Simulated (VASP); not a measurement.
# SiC7 (P3_1) in VASP: single point with PBE

Aim: the single point of SiC7 with PBE.

All numbers are computed with VASP 6.6.1; they aren't measurements. Logs are shortened: lines on timing, memory, paths and dates and some standing lists are left out, and cuts for length are marked.

## (1) The cell of the first run

The structure is trigonal, space group P3_1 (No. 144). The conventional cell has a = 5.396 Å, b = 5.396 Å, c = 6.544 Å, α = 90.00°, β = 90.00°, γ = 120.00°. Within 2.1 Å of C (site symmetry 1) lie 3 C at 1.59 Å and 1 Si at 1.80 Å. Within 2.1 Å of C (site symmetry 1) lie 4 C at 1.58 to 1.71 Å. C (site symmetry 1) has 3 C at 1.57 to 1.60 Å and 1 Si at 1.79 Å within 2.1 Å. Within 2.1 Å of C (site symmetry 1) lie 2 C at 1.54 to 1.56 Å and 2 Si at 1.78 to 1.80 Å. C (site symmetry 1) has 4 C at 1.54 to 1.66 Å within 2.1 Å. C (site symmetry 1) has 4 C at 1.57 to 1.67 Å within 2.1 Å. Within 2.1 Å of C (site symmetry 1) lie 4 C at 1.56 to 1.71 Å. Within 2.4 Å of Si (site symmetry 1) lie 4 C at 1.78 to 1.80 Å.

## (2) Single point, PBE

Input file INCAR:

```
PREC     = Accurate       # precision mode
ENCUT    = 520            # plane-wave cutoff, eV
EDIFF    = 1E-6           # SCF threshold, eV
ISMEAR   = 0              # smearing method
SIGMA    = 0.02           # smearing width, eV
LREAL    = Auto         
LASPH    = T              # aspherical terms in the spheres
NELM     = 60             # most SCF steps
ALGO     = Normal         # electronic algorithm
ISIF     = 2              # what is computed and relaxed
LWAVE    = F              # write WAVECAR
LCHARG   = F              # write CHGCAR
GGA      = PE             # functional
NBANDS   = 66             # bands
```

Input file KPOINTS:

```
Automatic mesh
0
Gamma
  5 5 4
```

Input file POSCAR:

```
SiC7
1.0
   -3.8153640000     -3.8153520000      0.0000330000
   -0.0000110000      3.8153310000      3.8153360000
   -3.7780270000      3.7780480000     -3.7780430000
C Si
21 3
Direct
    0.5165471796      0.0317536343      0.0057567923
    0.0087563423      0.0064696078      0.9979375055
    0.8425072303      0.1885728755      0.6874154576
    0.3316499153      0.1592420350      0.6646045031
    0.6799998288      0.3254883722      0.3540820287
    0.1362431156      0.3188560222      0.3390890849
    0.5186588248      0.4822080125      0.9726639497
    0.9794219650      0.4879967161      0.0207480246
    0.8491387585      0.6514476652      0.6724218188
    0.2974843501      0.6493375158      0.6393301526
    0.6857851535      0.8705117355      0.3059974972
    0.1615284200      0.8363494446      0.3312719871
    0.3402169410      0.1659435698      0.9060633493
    0.8385589396      0.1794887384      0.9269698012
    0.6748617887      0.3294347712      0.5936349378
    0.1501741102      0.3252449903      0.5823468269
    0.9885057425      0.4931336620      0.2603017880
    0.8427473873      0.6589916918      0.9156784809
    0.1596583441      0.8277781016      0.5727318411
    0.5090009822      0.0178203060      0.2490136208
    0.0020490864      0.0083349935      0.2393977537
    0.4998289877      0.4985978512      0.2464362389
    0.3327017431      0.6681659628      0.9131018730
    0.6693958656      0.8352942089      0.5797685419
```

Potentials or basis: VASP PAW PBE potentials, release 64 (C, Si).

Launch:

```
$ cat potpaw_PBE.64/C/POTCAR potpaw_PBE.64/Si/POTCAR > POTCAR
$ mpirun -np 1 vasp_std > vasp.out
```

OUTCAR:

```text
PREC = Accurate
   ENCUT = 520
   EDIFF = 1E-6
   ISMEAR = 0
   LREAL = Auto
   LASPH = T
   NELM = 60
   ISIF = 2
   GGA = PE

 ion  position               nearest neighbor table
   1  0.517  0.032  0.006-  14 1.59  20 1.59  13 1.59  23 1.80
   2  0.009  0.006  0.998-  21 1.58  13 1.66  14 1.67  18 1.71
   3  0.843  0.189  0.687-  14 1.57  15 1.57  16 1.60  24 1.79
   4  0.332  0.159  0.665-  13 1.58  19 1.66  15 1.67  16 1.71
   5  0.680  0.325  0.354-  15 1.57  17 1.57  20 1.60  22 1.79
   6  0.136  0.319  0.339-  17 1.59  16 1.59  21 1.59  22 1.80
[... 13 lines left out ...]
  20  0.509  0.018  0.249-  11 1.56   1 1.59   5 1.60  12 1.71
  21  0.002  0.008  0.239-  11 1.54   2 1.58   6 1.59  12 1.66
  22  0.500  0.499  0.246-  11 1.78   5 1.79   7 1.80   6 1.80  24 2.69  23 2.69
  23  0.333  0.668  0.913-   7 1.78   8 1.79  10 1.80   1 1.80  22 2.69  24 2.69
  24  0.669  0.835  0.580-  10 1.78   3 1.79  11 1.80   9 1.80  22 2.69  23 2.69

  LATTYP: Found a hexagonal cell.
 ALAT       =     5.3957310290
 C/A-ratio  =     1.2127654331

  Lattice vectors:

 A1 = (  -3.8153640000,  -3.8153520000,   0.0000330000)
 A2 = (  -0.0000110000,   3.8153310000,   3.8153360000)
 A3 = (  -3.7780270000,   3.7780480000,  -3.7780430000)

Analysis of symmetry for initial positions (statically):
=====================================================================
 Subroutine PRICEL returns:
 Original cell was already a primitive cell.

 Routine SETGRP: Setting up the symmetry group for a
 hexagonal supercell.

 Subroutine GETGRP returns: Found  3 space group operations
 (whereof  1 operations were pure point group operations)
 out of a pool of 24 trial point group operations.

The static configuration has the point symmetry C_1 .
 The point group associated with its full space group is C_3 .

Analysis of symmetry for dynamics (positions and initial velocities):
=====================================================================
 Subroutine PRICEL returns:
 Original cell was already a primitive cell.

 Routine SETGRP: Setting up the symmetry group for a
 hexagonal supercell.

 Subroutine GETGRP returns: Found  3 space group operations
 (whereof  1 operations were pure point group operations)
 out of a pool of 24 trial point group operations.

The dynamic configuration has the point symmetry C_1 .
 The point group associated with its full space group is C_3 .

 Subroutine INISYM returns: Found  3 space group operations
 (whereof  1 operations are pure point group operations),
 and found     1 'primitive' translations

----------------------------------------------------------------------------------------

                                     Primitive cell

  volume of cell :     164.9900

  direct lattice vectors                    reciprocal lattice vectors
    -3.815364000 -3.815352000  0.000033000    -0.174731885 -0.087365824  0.087365206
    -0.000011000  3.815331000  3.815336000    -0.087365553  0.087367339  0.174732637
    -3.778027000  3.778048000 -3.778043000    -0.088229463  0.088228977 -0.088229116

  length of vectors
     5.395731029  5.395696381  6.543756078     0.214001631  0.214003005  0.152817432

  position of ions in fractional coordinates (direct lattice)
     0.516547180  0.031753634  0.005756792
     0.008756342  0.006469608  0.997937505
     0.842507230  0.188572876  0.687415458
     0.331649915  0.159242035  0.664604503
     0.679999829  0.325488372  0.354082029
     0.136243116  0.318856022  0.339089085
[... 16 lines left out ...]
     0.332701743  0.668165963  0.913101873
     0.669395866  0.835294209  0.579768542

  ion indices of the primitive-cell ions
   primitive index   ion index
                 1           1
                 2           2
                 3           3
                 4           4
                 5           5
                 6           6
[... 16 lines left out ...]
                23          23
                24          24

----------------------------------------------------------------------------------------

 KPOINTS: Automatic mesh

Automatic generation of k-mesh.
 Grid dimensions read from file:
 generate k-points for:    5    5    4

 Generating k-lattice:

  Cartesian coordinates                     Fractional coordinates (reciprocal lattice)
    -0.034946377 -0.017473165  0.017473041     0.200000000  0.000000000 -0.000000000
    -0.017473111  0.017473468  0.034946527     0.000000000  0.200000000 -0.000000000
    -0.022057366  0.022057244 -0.022057279     0.000000000 -0.000000000  0.250000000

  Length of vectors
     0.042800326  0.042800601  0.038204358

  Shift w.r.t. Gamma in fractional coordinates (k-lattice)
     0.000000000  0.000000000  0.000000000

 Subroutine IBZKPT returns following result:
 ===========================================

 Found     19 irreducible k-points:

 Following reciprocal coordinates:
            Coordinates               Weight
  0.000000  0.000000  0.000000      1.000000
  0.200000  0.000000  0.000000      6.000000
  0.400000  0.000000  0.000000      6.000000
  0.200000  0.200000  0.000000      6.000000
  0.400000  0.200000  0.000000      6.000000
 -0.000000 -0.000000  0.250000      2.000000
[... 11 lines left out ...]
  0.200000  0.200000  0.500000      6.000000
  0.400000  0.200000  0.500000      6.000000
   k-points           NKPTS =     19   k-points in BZ     NKDIM =     19   number of bands    NBANDS=     66
   number of dos      NEDOS =    301   number of ions     NIONS =     24
   total plane-waves  NPLWV =  80000
   dimension x,y,z NGX =    40 NGY =   40 NGZ =   50
   dimension x,y,z NGXF=    80 NGYF=   80 NGZF=  100
   ions per type =              21   3
   NGX,Y,Z   is equivalent  to a cutoff of  12.32, 12.32, 12.70 a.u.
   NGXF,Y,Z  is equivalent  to a cutoff of  24.65, 24.65, 25.41 a.u.
 SYSTEM =  unknown system
   PREC   = accura    normal or accurate (medium, high low for compatibility)
   ISTART =      0    job   : 0-new  1-cont  2-samecut
   ICHARG =      2    charge: 1-file 2-atom 10-const
   ISPIN  =      1    spin polarized calculation?
   LNONCOLLINEAR =      F non collinear calculations
   LSORBIT =      F    spin-orbit coupling
   LASPH  =      T    aspherical Exc in radial PAW
   ENCUT  =  520.0 eV  38.22 Ry    6.18 a.u.  10.03 10.03 12.17*2*pi/ulx,y,z
   NELM   =     60;   NELMIN=  2; NELMDL= -5     # of ELM steps
   EDIFF  = 0.1E-05   stopping-criterion for ELM
   LREAL  =      T    real-space projection
   EDIFFG = 0.1E-04   stopping-criterion for IOM
   NSW    =      0    number of steps for IOM
   IBRION =     -1    ionic relax: 0-MD 1-quasi-New 2-CG
   NFREE  =      0    steps in history (QN), initial steepest desc. (CG)
   ISIF   =      2    stress and relaxation
   ISYM   =      2    0-nonsym 1-usesym 2-fastsym
   POTIM  = 0.5000    time-step for ionic-motion
   TEBEG  =    0.0;   TEEND  =   0.0 temperature during run
   PSTRESS=    0.0 pullay stress
   NELECT =      96.0000    total number of electrons
   NUPDOWN=      -1.0000    fix difference up-down
   EMIN   =  10.00;   EMAX   =-10.00  energy-range for DOS
   EFERMI =   0.00;   METHOD = LEGACY
   ISMEAR =     0;   SIGMA  =   0.02  broadening in eV -4-tet -1-fermi 0-gaus
   EFERMI_NEDOS =   21; number of points for ismear=-14 and -15
   IALGO  =     38    algorithm
   IMIX   =      4    mixing-type and parameters
     AMIX     =   0.40;   BMIX     =  1.00
     AMIX_MAG =   1.60;   BMIX_MAG =  1.00
  volume/ion in A,a.u.               =       6.87        46.39
  Fermi-wavevector in a.u.,A,eV,Ry     =   1.366720  2.582725 25.414626  1.867922
  Thomas-Fermi vector in A             =   2.492835
   LORBIT       =      0    0 simple, 1 ext, 2 COOP (PROOUT), +10 PAW based schemes
   GGA     = PE    functional components
   LHFCALC =     F    Hartree Fock is set to
   AEXX    =    0.0000 exact exchange contribution
   IVDW    =     0    specifies the selected vdW correction
   LEPSILON=     F    determine dielectric tensor
   LRPA    =     F    only Hartree local field effects (RPA)
 non-spin polarized calculation
 Gauss-broadening in eV      SIGMA  =   0.02
  energy-cutoff  :      520.00
  volume of cell :      164.99
 maximum number of plane-waves:      4460
   NGX = 21   NGY = 21   NGZ = 25

 number of electron      96.0000007 magnetization

 Free energy of the ion-electron system (eV)
  ---------------------------------------------------
  ext. energy  EPLUGINS =         0.00000000
  ---------------------------------------------------
  free energy    TOTEN  =      -199.20166239 eV

  energy without entropy =     -199.20166239  energy(sigma->0) =     -199.20166239

 E-fermi :   9.6328     XC(G=0): -12.5747

 val. band max:        9.4648557439   @ k =   0.0000   0.0000   0.0000
 cond. band min:      12.0936069131   @ k =   0.0000   0.0000   0.0000
 fundamental gap:      2.6287511692
 Fermi energy:         9.6328249079

 k-point     1 :       0.0000    0.0000    0.0000
  band No.  band energies     occupation
      1     -10.4822      2.00000
      2      -7.8715      2.00000
      3      -7.8714      2.00000
      4      -6.0524      2.00000
      5      -5.9309      2.00000
      6      -5.9307      2.00000
[... 52 lines left out ...]
     59      14.6292      0.00000
     60      14.6293      0.00000

 k-point     2 :       0.2000    0.0000    0.0000
  band No.  band energies     occupation
      1     -10.2791      2.00000
      2      -7.7717      2.00000
      3      -7.7040      2.00000
      4      -7.1321      2.00000
      5      -6.2658      2.00000
      6      -5.8845      2.00000
[... 52 lines left out ...]
     59      15.2035      0.00000
     60      15.3588      0.00000

 k-point     3 :       0.4000    0.0000    0.0000
  band No.  band energies     occupation
      1      -9.7095      2.00000
      2      -8.5616      2.00000
      3      -7.2931      2.00000
      4      -7.0702      2.00000
      5      -6.5752      2.00000
      6      -6.2711      2.00000
[... 944 lines left out ...]
      6      -6.5939      2.00000
[... 52 lines left out ...]
     59      15.9300      0.00000
     60      16.0766      0.00000

 k-point    19 :       0.4000    0.2000    0.5000
  band No.  band energies     occupation
      1      -8.7760      2.00000
      2      -8.6776      2.00000
      3      -8.1961      2.00000
      4      -7.9737      2.00000
      5      -7.0117      2.00000
      6      -6.9383      2.00000
[... 52 lines left out ...]
     59      16.4294      0.00000
     60      16.6817      0.00000
 [bands above 60 left out]

------------------------ aborting loop because EDIFF is reached ----------------------------------------

  FORCE on cell =-STRESS in cart. coord.  units (eV):
  Direction    XX          YY          ZZ          XY          YZ          ZX
  --------------------------------------------------------------------------------------
  -------------------------------------------------------------------------------------
  Total        0.1542358      0.1542354      0.1542357     -0.0312329     -0.0312344      0.0312322
  in kB        1.4977463      1.4977424      1.4977452     -0.3032953     -0.3033101      0.3032879
  external PRESSURE =       1.4977447 kB  Pullay stress =       0.0000000 kB

 VOLUME and BASIS-vectors are now :
 -----------------------------------------------------------------------------
  energy-cutoff  :      520.00
  volume of cell :      164.99
      direct lattice vectors                 reciprocal lattice vectors
    -3.815364000 -3.815352000  0.000033000    -0.174731885 -0.087365824  0.087365206
    -0.000011000  3.815331000  3.815336000    -0.087365553  0.087367339  0.174732637
    -3.778027000  3.778048000 -3.778043000    -0.088229463  0.088228977 -0.088229116

 POSITION                                       TOTAL-FORCE (eV/Angst)
 -----------------------------------------------------------------------------------
     -1.99257     -1.82791      0.09942         0.009508     -0.002599     -0.004335
     -3.80364      3.76153     -3.74557         0.002627     -0.006582      0.001817
     -5.81155      0.10209     -1.87759         0.002187     -0.007450     -0.008020
     -3.77626      1.85311     -1.90333         0.006582     -0.001817      0.002627
     -3.93218     -0.01485     -0.09587         0.007450      0.008020      0.002187
     -1.80091      1.97782     -0.06455        -0.004335     -0.009508      0.002600
[... 16 lines left out ...]
     -4.71911      4.72964     -0.90045         0.004116     -0.004493      0.003951
     -4.74438      2.82334      0.99656         0.004493     -0.003951      0.004116
 -----------------------------------------------------------------------------------
    total drift:                                0.026346     -0.014373      0.019856

  FREE ENERGIE OF THE ION-ELECTRON SYSTEM (eV)
  ---------------------------------------------------
  free  energy   TOTEN  =      -199.2016623921 eV

  energy  without entropy=     -199.2016623921  energy(sigma->0) =     -199.20166239
```

Run time: 6.8 min. Hardware: 1 thread of Intel Xeon Platinum 8259CL at 2.50GHz (Skylake/Cascade Lake), shared host; peak memory 0.33 GiB.

What came out:

```yaml
Free_energy: -199.2017 eV
Pressure: 0.1 GPa
Largest_force: 0.033 eV/Å
Band_gap_on_the_k_mesh: 2.63 eV
```

Forces on the atoms (eV/Å):
```
C    0.010 -0.003 -0.004
C    0.003 -0.007  0.002
C    0.002 -0.007 -0.008
C    0.007 -0.002  0.003
C    0.007  0.008  0.002
C   -0.004 -0.010  0.003
C   -0.009  0.030 -0.011
C   -0.008 -0.002  0.007
C    0.003  0.004  0.010
C   -0.030  0.011 -0.009
C   -0.011  0.009 -0.030
C    0.002 -0.003  0.007
C    0.018 -0.005 -0.010
C   -0.001 -0.013 -0.003
C    0.013  0.003 -0.001
C   -0.004 -0.014 -0.014
C   -0.003  0.001  0.013
C   -0.014  0.004  0.014
C    0.005  0.010  0.018
C    0.014  0.014 -0.004
C   -0.010 -0.018  0.005
Si   0.004 -0.004  0.004
Si   0.004 -0.004  0.004
Si   0.004 -0.004  0.004
```

Levels at points of the mesh, in eV from the valence-band top:
```
           k point  band 46  band 47  band 48  band 49  band 50  band 51
(0.00, 0.00, 0.00)    -0.39     0.00     0.00     2.63     2.63     3.05
(0.00, 0.00, 0.50)    -0.65    -0.65    -0.63     3.33     3.44     3.45
```

A k mesh can miss the band edges.
